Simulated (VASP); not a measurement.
# Pb: single point with r2SCAN

The system is Pb.

```
CELL_PARAMETERS angstrom
3.48000 0.00000 0.00000
-1.74000 3.01377 0.00000
0.00000 0.00000 5.70180
ATOMIC_POSITIONS crystal
Pb 0.33333 0.66667 0.25000
Pb 0.66667 0.33333 0.75000
```

This cell differs from its parent crystal: strain +0.0200 x Voigt [0, 0, 1, 0, 0, 0].

```
Program                : VASP 6.6.1
Task                   : single point
Functional             : r2SCAN
Potentials or basis    : VASP PAW PBE potentials, release 64 (Pb_d)
Cutoff                 : 520 eV
k mesh                 : 18 × 18 × 10
Occupations            : gaussian, width 0.15 eV
Spin                   : no spin polarisation
Dipole correction      : no
Further INCAR settings : ALGO = Normal; EDIFF = 1e-07; NBANDS = 21
```

| Item | Value |
| --- | --- |
| Pressure | 1.7 GPa |
| Band gap on the k mesh | zero (bands 14 and 15 overlap by 8.12 eV) |

Stress tensor (GPa, compression positive):
```
1.37 0.00 0.00
0.00 1.37 0.00
0.00 0.00 2.31
```

Levels at points of the mesh, in eV from the Fermi level:
| k point | band 12 | band 13 | band 14 | band 15 | band 16 | band 17 |
| --- | --- | --- | --- | --- | --- | --- |
| (0.00, 0.00, 0.00) | -8.48 | -4.41 | 5.95 | 5.95 | 7.84 | 7.84 |
| (0.50, 0.00, 0.00) | -7.37 | -3.04 | -1.59 | -0.52 | 1.93 | 2.21 |
| (0.00, 0.00, 0.50) | -11.08 | 0.85 | 0.85 | 6.85 | 6.85 | 6.85 |
| (0.50, 0.00, 0.50) | -7.81 | -3.88 | -3.88 | 3.65 | 3.65 | 3.74 |

It took 13 min on 1 thread of Intel(R) Xeon(R) Platinum 8488C (Sapphire Rapids), with other jobs on the host, peak memory 0.35 GiB.

Caveat: the cell differs from its parent crystal (strain +0.0200 x Voigt [0, 0, 1, 0, 0, 0]); the PAW data sets were made with another functional, which shifts forces and pressure a little; spin-orbit coupling is left out, which moves the levels of the heavy elements.
